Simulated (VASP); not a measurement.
Write the native input for VASP 6.6.1 that does the following.

* Task: single point
* Functional: PBE
* Potentials or basis: VASP PAW PBE potentials, release 64 (Al, O)
* Cutoff: 520 eV
* k mesh: 1 × 1 × 1
* Occupations: fermi-dirac, width 0.3102 eV
* Spin: no spin polarisation
* Dipole correction: no
* Further INCAR settings: ALGO = Normal; EDIFF = 1e-06; NBANDS = 64; ISYM = 0

The structure of Al2O3 lies in POSCAR:

```
Al2O3
1.0
    5.7104520000      0.0137290000     -0.0021660000
    0.0137290000      5.8090040000      0.1390750000
   -0.0021660000      0.1390750000      5.7076010000
Al O
8 12
Direct
    0.5692086171      0.7060641743     -0.1638776027
    0.3449290149      0.3191641366      0.1372980284
    0.3113414319      0.2297999348      0.6838529777
    0.8736898012      0.3011672883     -0.0473691887
    0.0504928327      0.8666875806     -0.1031158639
    0.7399753989      0.9616529529      0.3372714565
    0.9531603328      0.5185616755      0.4786066125
    0.2887113640      0.8093003590      0.3523872642
    0.6050937002      0.6385171174      0.5151118421
    0.5726062500      0.3270406791     -0.1364510093
    0.3694097212      0.9161495329      0.7605254196
    0.8500432338      0.0301835872      0.7245959224
    0.7410913769      0.7949679323      0.0714913391
    0.8164269704      0.2711083643      0.2705784769
    0.1480748786      0.1591771177      0.0077696693
    0.1020925709      0.4958999759      0.7926760899
    0.4368617208      0.0811213098      0.4097883325
   -0.0023483711      0.7897040326      0.4120895671
    0.2010374658      0.4228525065      0.3615607038
    0.3598114511      0.7218033049      0.0903315696
```

These files were run (other wordings do the same):

INCAR

```
SYSTEM = Al2O3
PREC = Accurate
ENCUT = 520
EDIFF = 1E-6
ISMEAR = -1
SIGMA = 0.3102
LREAL = .False.
LASPH = .True.
NELM = 120
ALGO = Normal
ISIF = 2
LWAVE = .False.
LCHARG = .False.
GGA = PE
ISYM = 0
NBANDS = 64
GGA_COMPAT = .False.
```

KPOINTS

```
regular mesh
0
Gamma
  1 1 1
  0 0 0
```

Potentials or basis: VASP PAW PBE potentials, release 64 (Al, O).

The run is started by

```sh
$ cat potpaw_PBE.64/Al/POTCAR potpaw_PBE.64/O/POTCAR > POTCAR
$ mpirun -np 1 vasp_gam > vasp.out
```

It gave:

```yaml
Pressure: 11.8 GPa
Largest_force: 6.278 eV/Å
Band_gap_on_the_k_mesh: 1.55 eV
```

Caveat: the k points lie up to 1.10 Å⁻¹ apart.

Wall time 27 s on 1 thread of Intel(R) Xeon(R) 6975P-C (Granite Rapids) (shared host), peak memory 0.24 GiB.
